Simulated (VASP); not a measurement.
# Ca3PPb (Pm-3m) in VASP: notebook

Runs on Ca3PPb. Level: PBE. Tasks: single point.

Everything below comes from runs of VASP 6.6.1. Logs are shortened: lines on timing, memory, paths and dates and some standing lists are left out, and cuts for length are marked.

### Step 1. The cell of the first run

The structure is cubic, space group Pm-3m (No. 221). Conventional cell: a = 5.455 Å, b = 5.455 Å, c = 5.455 Å, α = 90.00°, β = 90.00°, γ = 90.00°. Within 5.1 Å of Pb (site symmetry m-3m) lie 12 Ca at 3.86 Å and 8 P at 4.72 Å. Within 3.6 Å of P (site symmetry m-3m) lie 6 Ca at 2.73 Å. Ca (site symmetry 4/mmm) has 2 P at 2.73 Å within 3.6 Å.

### Step 2. Single point, PBE

The input, INCAR:

```
SYSTEM = Ca3PPb
  PREC = Accurate
  ENCUT = 520
  EDIFF = 1E-6
  ISMEAR = -1
  SIGMA = 0.1
  LREAL = .FALSE.
  LASPH = .TRUE.
  NELM = 60
  ALGO = Normal
  ISIF = 2
  LWAVE = .FALSE.
  LCHARG = .FALSE.
  GGA = PE
  NBANDS = 32
```

The input, KPOINTS:

```
regular mesh
0
G
  4 4 4
  0 0 0
```

The input, POSCAR:

```
Ca3PPb
1.0
    5.4552924388      0.0000000000      0.0000000000
    0.0000000000      5.4552924388      0.0000000000
    0.0000000000      0.0000000000      5.4552924388
Pb P Ca
1 1 3
Direct
    0.0000000000      0.0000000000      0.0000000000
    0.5000000000      0.5000000000      0.5000000000
    0.5000000000      0.5000000000      0.0000000000
    0.0000000000      0.5000000000      0.5000000000
    0.5000000000      0.0000000000      0.5000000000
```

Potentials or basis: VASP PAW PBE potentials, release 64 (Pb_d, P, Ca_sv).

Command:

```
cat potpaw_PBE.64/Pb_d/POTCAR potpaw_PBE.64/P/POTCAR potpaw_PBE.64/Ca_sv/POTCAR > POTCAR
mpirun -np 1 vasp_std > vasp.out
```

OUTCAR:

```text
SYSTEM = Ca3PPb
   PREC = Accurate
   ENCUT = 520
   EDIFF = 1E-6
   ISMEAR = -1
   LREAL = .FALSE.
   LASPH = .TRUE.
   NELM = 60
   ISIF = 2
   GGA = PE

 ion  position               nearest neighbor table
   1  0.000  0.000  0.000-
   2  0.500  0.500  0.500-   3 2.73   4 2.73   5 2.73   3 2.73   5 2.73   4 2.73
   3  0.500  0.500  0.000-   2 2.73   2 2.73
   4  0.000  0.500  0.500-   2 2.73   2 2.73
   5  0.500  0.000  0.500-   2 2.73   2 2.73

  LATTYP: Found a simple cubic cell.
 ALAT       =     5.4552924388

  Lattice vectors:

 A1 = (   5.4552924388,   0.0000000000,   0.0000000000)
 A2 = (   0.0000000000,   5.4552924388,   0.0000000000)
 A3 = (   0.0000000000,   0.0000000000,   5.4552924388)

Analysis of symmetry for initial positions (statically):
=====================================================================
 Subroutine PRICEL returns:
 Original cell was already a primitive cell.

 Routine SETGRP: Setting up the symmetry group for a
 simple cubic supercell.

 Subroutine GETGRP returns: Found 48 space group operations
 (whereof 48 operations were pure point group operations)
 out of a pool of 48 trial point group operations.

The static configuration has the point symmetry O_h .

Analysis of symmetry for dynamics (positions and initial velocities):
=====================================================================
 Subroutine PRICEL returns:
 Original cell was already a primitive cell.

 Routine SETGRP: Setting up the symmetry group for a
 simple cubic supercell.

 Subroutine GETGRP returns: Found 48 space group operations
 (whereof 48 operations were pure point group operations)
 out of a pool of 48 trial point group operations.

The dynamic configuration has the point symmetry O_h .

 Subroutine INISYM returns: Found 48 space group operations
 (whereof 48 operations are pure point group operations),
 and found     1 'primitive' translations

----------------------------------------------------------------------------------------

                                     Primitive cell

  volume of cell :     162.3507

  direct lattice vectors                    reciprocal lattice vectors
     5.455292439  0.000000000  0.000000000     0.183308230  0.000000000  0.000000000
     0.000000000  5.455292439  0.000000000     0.000000000  0.183308230  0.000000000
     0.000000000  0.000000000  5.455292439     0.000000000  0.000000000  0.183308230

  length of vectors
     5.455292439  5.455292439  5.455292439     0.183308230  0.183308230  0.183308230

  position of ions in fractional coordinates (direct lattice)
     0.000000000  0.000000000  0.000000000
     0.500000000  0.500000000  0.500000000
     0.500000000  0.500000000  0.000000000
     0.000000000  0.500000000  0.500000000
     0.500000000  0.000000000  0.500000000

  ion indices of the primitive-cell ions
   primitive index   ion index
                 1           1
                 2           2
                 3           3
                 4           4
                 5           5

----------------------------------------------------------------------------------------

 KPOINTS: regular mesh

Automatic generation of k-mesh.
 Grid dimensions read from file:
 generate k-points for:    4    4    4

 Generating k-lattice:

  Cartesian coordinates                     Fractional coordinates (reciprocal lattice)
     0.045827057  0.000000000  0.000000000     0.250000000  0.000000000  0.000000000
     0.000000000  0.045827057  0.000000000     0.000000000  0.250000000  0.000000000
     0.000000000  0.000000000  0.045827057     0.000000000  0.000000000  0.250000000

  Length of vectors
     0.045827057  0.045827057  0.045827057

  Shift w.r.t. Gamma in fractional coordinates (k-lattice)
     0.000000000  0.000000000  0.000000000

 Subroutine IBZKPT returns following result:
 ===========================================

 Found     10 irreducible k-points:

 Following reciprocal coordinates:
            Coordinates               Weight
  0.000000  0.000000  0.000000      1.000000
  0.250000  0.000000  0.000000      6.000000
  0.500000  0.000000  0.000000      3.000000
  0.250000  0.250000  0.000000     12.000000
  0.500000  0.250000  0.000000     12.000000
  0.500000  0.500000  0.000000      3.000000
  0.250000  0.250000  0.250000      8.000000
  0.500000  0.250000  0.250000     12.000000
  0.500000  0.500000  0.250000      6.000000
  0.500000  0.500000  0.500000      1.000000
   k-points           NKPTS =     10   k-points in BZ     NKDIM =     10   number of bands    NBANDS=     32
   number of dos      NEDOS =    301   number of ions     NIONS =      5
   total plane-waves  NPLWV =  74088
   dimension x,y,z NGX =    42 NGY =   42 NGZ =   42
   dimension x,y,z NGXF=    84 NGYF=   84 NGZF=   84
   ions per type =               1   1   3
   NGX,Y,Z   is equivalent  to a cutoff of  12.80, 12.80, 12.80 a.u.
   NGXF,Y,Z  is equivalent  to a cutoff of  25.60, 25.60, 25.60 a.u.
 SYSTEM =  Ca3PPb
   PREC   = accura    normal or accurate (medium, high low for compatibility)
   ISTART =      0    job   : 0-new  1-cont  2-samecut
   ICHARG =      2    charge: 1-file 2-atom 10-const
   ISPIN  =      1    spin polarized calculation?
   LNONCOLLINEAR =      F non collinear calculations
   LSORBIT =      F    spin-orbit coupling
   LASPH  =      T    aspherical Exc in radial PAW
   ENCUT  =  520.0 eV  38.22 Ry    6.18 a.u.  10.14 10.14 10.14*2*pi/ulx,y,z
   NELM   =     60;   NELMIN=  2; NELMDL= -5     # of ELM steps
   EDIFF  = 0.1E-05   stopping-criterion for ELM
   LREAL  =      F    real-space projection
   EDIFFG = 0.1E-04   stopping-criterion for IOM
   NSW    =      0    number of steps for IOM
   IBRION =     -1    ionic relax: 0-MD 1-quasi-New 2-CG
   NFREE  =      0    steps in history (QN), initial steepest desc. (CG)
   ISIF   =      2    stress and relaxation
   ISYM   =      2    0-nonsym 1-usesym 2-fastsym
   POTIM  = 0.5000    time-step for ionic-motion
   TEBEG  =    0.0;   TEEND  =   0.0 temperature during run
   PSTRESS=    0.0 pullay stress
   NELECT =      49.0000    total number of electrons
   NUPDOWN=      -1.0000    fix difference up-down
   EMIN   =  10.00;   EMAX   =-10.00  energy-range for DOS
   EFERMI =   0.00;   METHOD = LEGACY
   ISMEAR =    -1;   SIGMA  =   0.10  broadening in eV -4-tet -1-fermi 0-gaus
   EFERMI_NEDOS =   21; number of points for ismear=-14 and -15
   IALGO  =     38    algorithm
   IMIX   =      4    mixing-type and parameters
     AMIX     =   0.40;   BMIX     =  1.00
     AMIX_MAG =   1.60;   BMIX_MAG =  1.00
  volume/ion in A,a.u.               =      32.47       219.12
  Fermi-wavevector in a.u.,A,eV,Ry     =   1.098134  2.075173 16.407253  1.205899
  Thomas-Fermi vector in A             =   2.234507
   LORBIT       =      0    0 simple, 1 ext, 2 COOP (PROOUT), +10 PAW based schemes
   GGA     = PE    functional components
   LHFCALC =     F    Hartree Fock is set to
   AEXX    =    0.0000 exact exchange contribution
   IVDW    =     0    specifies the selected vdW correction
   LEPSILON=     F    determine dielectric tensor
   LRPA    =     F    only Hartree local field effects (RPA)
 non-spin polarized calculation
  energy-cutoff  :      520.00
  volume of cell :      162.35
 maximum number of plane-waves:      4416
 NGX is ok and might be reduce to    42
   NGX = 21   NGY = 21   NGZ = 21

 number of electron      49.0000011 magnetization

 Free energy of the ion-electron system (eV)
  ---------------------------------------------------
  ext. energy  EPLUGINS =         0.00000000
  ---------------------------------------------------
  free energy    TOTEN  =       -18.55300519 eV

  energy without entropy =      -18.44774587  energy(sigma->0) =      -18.50037553

 E-fermi :   3.0608     XC(G=0):  -8.5555

 val. band max:        3.0145613017   @ k =   0.5000   0.2500   0.0000
 cond. band min:       3.0793346870   @ k =   0.5000   0.5000   0.0000
 fundamental gap:      0.0647733853
 Fermi energy:         3.0607508953

 k-point     1 :       0.0000    0.0000    0.0000
  band No.  band energies     occupation
      1     -37.9352      2.00000
      2     -37.9168      2.00000
      3     -37.9168      2.00000
      4     -19.0281      2.00000
      5     -19.0281      2.00000
      6     -19.0281      2.00000
[... 24 lines left out ...]
     31       4.3782      0.00000
     32       6.7653      0.00000

 k-point     2 :       0.2500    0.0000    0.0000
  band No.  band energies     occupation
      1     -37.9328      2.00000
      2     -37.9191      2.00000
      3     -37.9167      2.00000
      4     -19.0197      2.00000
      5     -19.0197      2.00000
      6     -19.0176      2.00000
[... 24 lines left out ...]
     31       5.7304      0.00000
     32       6.5685      0.00000

 k-point     3 :       0.5000    0.0000    0.0000
  band No.  band energies     occupation
      1     -37.9290      2.00000
      2     -37.9228      2.00000
      3     -37.9167      2.00000
      4     -19.0076      2.00000
      5     -19.0076      2.00000
      6     -19.0036      2.00000
[... 24 lines left out ...]
     31       6.1545      0.00000
     32       6.2710      0.00000

 k-point     4 :       0.2500    0.2500    0.0000
  band No.  band energies     occupation
      1     -37.9307      2.00000
      2     -37.9198      2.00000
      3     -37.9181      2.00000
      4     -19.0284      2.00000
      5     -19.0117      2.00000
      6     -19.0031      2.00000
[... 164 lines left out ...]
     31       5.9120      0.00000
     32       6.5767      0.00000

 k-point     9 :       0.5000    0.5000    0.2500
  band No.  band energies     occupation
      1     -37.9228      2.00000
      2     -37.9227      2.00000
      3     -37.9227      2.00000
      4     -19.0407      2.00000
      5     -19.0263      2.00000
      6     -19.0263      2.00000
[... 24 lines left out ...]
     31       5.9543      0.00000
     32       6.3098      0.00000

 k-point    10 :       0.5000    0.5000    0.5000
  band No.  band energies     occupation
      1     -37.9227      2.00000
      2     -37.9227      2.00000
      3     -37.9227      2.00000
      4     -19.0463      2.00000
      5     -19.0404      2.00000
      6     -19.0404      2.00000
[... 24 lines left out ...]
     31       6.1135      0.00000
     32       6.1135      0.00000

------------------------ aborting loop because EDIFF is reached ----------------------------------------

  FORCE on cell =-STRESS in cart. coord.  units (eV):
  Direction    XX          YY          ZZ          XY          YZ          ZX
  --------------------------------------------------------------------------------------
  -------------------------------------------------------------------------------------
  Total        0.0899892      0.0899892      0.0899892     -0.0000000     -0.0000000      0.0000000
  in kB        0.8880690      0.8880690      0.8880690     -0.0000000     -0.0000000      0.0000000
  external PRESSURE =       0.8880690 kB  Pullay stress =       0.0000000 kB

 VOLUME and BASIS-vectors are now :
 -----------------------------------------------------------------------------
  energy-cutoff  :      520.00
  volume of cell :      162.35
      direct lattice vectors                 reciprocal lattice vectors
     5.455292439  0.000000000  0.000000000     0.183308230  0.000000000  0.000000000
     0.000000000  5.455292439  0.000000000     0.000000000  0.183308230  0.000000000
     0.000000000  0.000000000  5.455292439     0.000000000  0.000000000  0.183308230

 POSITION                                       TOTAL-FORCE (eV/Angst)
 -----------------------------------------------------------------------------------
      0.00000      0.00000      0.00000         0.000000      0.000000      0.000000
      2.72765      2.72765      2.72765         0.000000      0.000000      0.000000
      2.72765      2.72765      0.00000         0.000000      0.000000      0.000000
      0.00000      2.72765      2.72765         0.000000      0.000000      0.000000
      2.72765      0.00000      2.72765         0.000000      0.000000      0.000000
 -----------------------------------------------------------------------------------
    total drift:                                0.000000     -0.000000     -0.000000

  FREE ENERGIE OF THE ION-ELECTRON SYSTEM (eV)
  ---------------------------------------------------
  free  energy   TOTEN  =       -18.5530051857 eV

  energy  without entropy=      -18.4477458660  energy(sigma->0) =      -18.50037553
```

Wall time 49 s (1 thread of Intel Xeon Platinum 8488C (Sapphire Rapids), shared host); peak memory 0.27 GiB.

What came out:

| Item | Value |
| --- | --- |
| Free energy | -18.5530 eV |
| Pressure | 0.1 GPa |
| Band gap on the k mesh | zero (an odd number of electrons rules out a gap without spin polarisation) |

Levels at points of the mesh, in eV from the Fermi level:
```tsv
k point	band 23	band 24	band 25	band 26	band 27	band 28
(0.00, 0.00, 0.00)	0.81	0.90	0.90	0.96	0.96	0.96
(0.50, 0.00, 0.00)	-1.53	-0.10	-0.10	1.57	1.76	1.88
(0.50, 0.50, 0.00)	-0.64	-0.64	0.02	2.01	2.01	2.01
(0.50, 0.50, 0.50)	-0.93	-0.93	-0.93	2.20	2.20	2.20
```

Caveat: spin-orbit coupling is left out, which moves the levels of the heavy elements.

### Step 3. Single point, PBE

The input, INCAR:

```
  PREC = Accurate
  ENCUT = 520
  EDIFF = 1E-6
  ISMEAR = -1
  SIGMA = 0.1
  LREAL = False
  LASPH = True
  NELM = 100
  ALGO = Normal
  ISIF = 2
  LWAVE = False
  LCHARG = False
  GGA = PE
  NBANDS = 32
```

The input, KPOINTS:

```
regular mesh
0
Gamma
  4 4 4
```

POSCAR is that of step 2.

Potentials or basis: VASP PAW PBE potentials, release 64 (Pb_d, P, Ca_sv).

Command:

```
cat potpaw_PBE.64/Pb_d/POTCAR potpaw_PBE.64/P/POTCAR potpaw_PBE.64/Ca_sv/POTCAR > POTCAR
mpirun -np 1 vasp_std > vasp.out
```

OUTCAR:

```text
PREC = Accurate
   ENCUT = 520
   EDIFF = 1E-6
   ISMEAR = -1
   LREAL = False
   LASPH = True
   NELM = 100
   ISIF = 2
   GGA = PE

 ion  position               nearest neighbor table
   1  0.000  0.000  0.000-
   2  0.500  0.500  0.500-   3 2.73   4 2.73   5 2.73   3 2.73   5 2.73   4 2.73
   3  0.500  0.500  0.000-   2 2.73   2 2.73
   4  0.000  0.500  0.500-   2 2.73   2 2.73
   5  0.500  0.000  0.500-   2 2.73   2 2.73

  LATTYP: Found a simple cubic cell.
[... 534 lines left out ...]
  --------------------------------------------------------------------------------------
  -------------------------------------------------------------------------------------
  Total        0.0899892      0.0899892      0.0899892     -0.0000000     -0.0000000      0.0000000
  in kB        0.8880690      0.8880690      0.8880690     -0.0000000     -0.0000000      0.0000000
  external PRESSURE =       0.8880690 kB  Pullay stress =       0.0000000 kB

 VOLUME and BASIS-vectors are now :
 -----------------------------------------------------------------------------
  energy-cutoff  :      520.00
  volume of cell :      162.35
      direct lattice vectors                 reciprocal lattice vectors
     5.455292439  0.000000000  0.000000000     0.183308230  0.000000000  0.000000000
     0.000000000  5.455292439  0.000000000     0.000000000  0.183308230  0.000000000
     0.000000000  0.000000000  5.455292439     0.000000000  0.000000000  0.183308230

 POSITION                                       TOTAL-FORCE (eV/Angst)
 -----------------------------------------------------------------------------------
      0.00000      0.00000      0.00000         0.000000      0.000000      0.000000
      2.72765      2.72765      2.72765         0.000000      0.000000      0.000000
      2.72765      2.72765      0.00000         0.000000      0.000000      0.000000
      0.00000      2.72765      2.72765         0.000000      0.000000      0.000000
      2.72765      0.00000      2.72765         0.000000      0.000000      0.000000
 -----------------------------------------------------------------------------------
    total drift:                                0.000000     -0.000000     -0.000000

  FREE ENERGIE OF THE ION-ELECTRON SYSTEM (eV)
  ---------------------------------------------------
  free  energy   TOTEN  =       -18.5530051857 eV

  energy  without entropy=      -18.4477458660  energy(sigma->0) =      -18.50037553
```

OSZICAR:

```text
N       E                     dE             d eps       ncg     rms          rms(c)
DAV:   1     0.510712919779E+03    0.51071E+03   -0.22842E+04   640   0.145E+03
DAV:   2     0.200298964543E+02   -0.49068E+03   -0.47848E+03   656   0.438E+02
DAV:   3    -0.170145181188E+02   -0.37044E+02   -0.36152E+02  1032   0.115E+02
DAV:   4    -0.198343676801E+02   -0.28198E+01   -0.28058E+01   984   0.266E+01
DAV:   5    -0.200551148905E+02   -0.22075E+00   -0.22068E+00  1128   0.673E+00    0.731E+00
DAV:   6    -0.186684385755E+02    0.13867E+01   -0.34480E+00   776   0.585E+00    0.443E+00
DAV:   7    -0.185579684812E+02    0.11047E+00   -0.12938E+00   896   0.398E+00    0.205E+00
DAV:   8    -0.185699421563E+02   -0.11974E-01   -0.40111E-01   824   0.217E+00    0.671E-01
DAV:   9    -0.185510859544E+02    0.18856E-01   -0.90612E-02   816   0.111E+00    0.379E-01
DAV:  10    -0.185526984268E+02   -0.16125E-02   -0.13025E-02  1008   0.360E-01    0.150E-01
DAV:  11    -0.185530183877E+02   -0.31996E-03   -0.87112E-04   888   0.151E-01    0.109E-01
DAV:  12    -0.185530195073E+02   -0.11196E-05   -0.45400E-04   848   0.106E-01    0.417E-02
DAV:  13    -0.185530060537E+02    0.13454E-04   -0.84014E-05   944   0.378E-02    0.259E-02
DAV:  14    -0.185530051857E+02    0.86804E-06   -0.62856E-06   672   0.108E-02
   1 F= -.18553005E+02 E0= -.18500376E+02  d E =-.105259E+00
```

Run time: 46 s. Hardware: 1 thread of Intel Xeon Platinum 8488C (Sapphire Rapids), shared host; peak memory 0.27 GiB.

What came out:

```
Free energy            : -18.5530 eV
Pressure               : 0.1 GPa
Band gap on the k mesh : zero (an odd number of electrons rules out a gap without spin polarisation)
```

Levels at points of the mesh, in eV from the Fermi level:
```tsv
k point	band 21	band 22	band 23	band 24	band 25	band 26	band 27	band 28	band 29	band 30
(0.00, 0.00, 0.00)	-1.54	-1.54	0.81	0.90	0.90	0.96	0.96	0.96	1.32	1.32
(0.50, 0.00, 0.00)	-1.76	-1.53	-1.53	-0.10	-0.10	1.57	1.76	1.88	2.80	3.09
(0.50, 0.50, 0.00)	-3.06	-1.69	-0.64	-0.64	0.02	2.01	2.01	2.01	2.26	2.85
(0.50, 0.50, 0.50)	-2.89	-2.89	-0.93	-0.93	-0.93	2.20	2.20	2.20	2.96	3.05
```

Caveat: spin-orbit coupling is left out, which moves the levels of the heavy elements.

### Step 4. Single point, PBE

This run uses another cell than the first one, of 32.79 Å³/atom.

The input, INCAR:

```
SYSTEM = Ca3PPb
PREC = Accurate
ENCUT = 520
EDIFF = 1E-6
ISMEAR = -1
SIGMA = 0.1
LREAL = .False.
LASPH = .True.
NELM = 80
ALGO = Normal
ISIF = 2
LWAVE = .False.
LCHARG = .False.
GGA = PE
NBANDS = 32
```

The input, KPOINTS:

```
regular mesh
0
Gamma
  4 4 4
  0 0 0
```

Edit POSCAR of step 3 so:

```diff
@@ -2,5 +2,5 @@
 1.0
-    5.4552924388      0.0000000000      0.0000000000
-    0.0000000000      5.4552924388      0.0000000000
-    0.0000000000      0.0000000000      5.4552924388
+    5.4734164671      0.0000000000      0.0000000000
+    0.0000000000      5.4734164671      0.0000000000
+    0.0000000000      0.0000000000      5.4734164671
 Pb P Ca
```

Command:

```
cat potpaw_PBE.64/Pb_d/POTCAR potpaw_PBE.64/P/POTCAR potpaw_PBE.64/Ca_sv/POTCAR > POTCAR
mpirun -np 1 vasp_std > vasp.out
```

Run time: 53 s. Hardware: 1 thread of Intel Xeon Platinum 8488C (Sapphire Rapids), shared host; peak memory 0.27 GiB.

It converged, with:

```yaml
Free_energy: -18.5525 eV
Pressure: -0.3 GPa
Band_gap_on_the_k_mesh: zero (an odd number of electrons rules out a gap without spin polarisation)
```

Levels at points of the mesh, in eV from the Fermi level:
```tsv
k point	band 21	band 22	band 23	band 24	band 25	band 26	band 27	band 28	band 29	band 30
(0.00, 0.00, 0.00)	-1.55	-1.55	0.77	0.89	0.89	0.94	0.94	0.94	1.32	1.32
(0.50, 0.00, 0.00)	-1.75	-1.54	-1.54	-0.10	-0.10	1.57	1.75	1.84	2.78	3.07
(0.50, 0.50, 0.00)	-3.05	-1.70	-0.64	-0.64	0.02	1.98	2.00	2.00	2.22	2.83
(0.50, 0.50, 0.50)	-2.88	-2.88	-0.92	-0.92	-0.92	2.18	2.18	2.18	2.93	3.03
```

Caveat: spin-orbit coupling is left out, which moves the levels of the heavy elements.

The gap in the log of VASP goes by the Fermi energy; the results here count the filled bands.